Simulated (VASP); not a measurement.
Set up this calculation in VASP 6.6.1, as the native input.

```
Task                   : electric field gradients
Functional             : PBE
Potentials or basis    : VASP PAW PBE potentials, release 64 (Ta_pv)
Cutoff                 : 520 eV
k mesh                 : 17 × 17 × 17
Occupations            : fermi-dirac, width 0.08 eV
Spin                   : no spin polarisation
Dipole correction      : no
Further INCAR settings : ALGO = Normal; EDIFF = 1e-08; NBANDS = 12
```

The structure of Ta lies in POSCAR:

```
Ta
1.0
   -1.6836662614      1.6836662614      1.6836662614
    1.6836662614     -1.6836662614      1.6836662614
    1.6836662614      1.6836662614     -1.6836662614
Ta
1
Direct
    0.0000000000      0.0000000000      0.0000000000
```

This cell differs from its parent crystal: volume scaled by 1.06.

These files were run (other wordings do the same):

INCAR

```
ALGO = Normal ; EDIFF = 1E-8
ENCUT = 520 ; GGA = PE
ISIF = 2 ; ISMEAR = -1
LASPH = True ; LCHARG = False
LEFG = True ; LREAL = False
LWAVE = False ; NBANDS = 12
NELM = 80 ; PREC = Accurate
SIGMA = 0.08
```

KPOINTS

```
k-points
0
Gamma
  17 17 17
```

Potentials or basis: VASP PAW PBE potentials, release 64 (Ta_pv).

Command:

```console
$ cat potpaw_PBE.64/Ta_pv/POTCAR > POTCAR
$ mpirun -np 1 vasp_std > vasp.out
```

It gave:

The pressure is -7.6 GPa.

Caveat: without QUAD_EFG the Cq values of the log hold for a quadrupole moment of 1 mb, not for the nuclei.

Run time: 11 s on 1 thread of Intel(R) Xeon(R) 6975P-C (Granite Rapids), with other jobs on the host, peak memory 0.16 GiB.
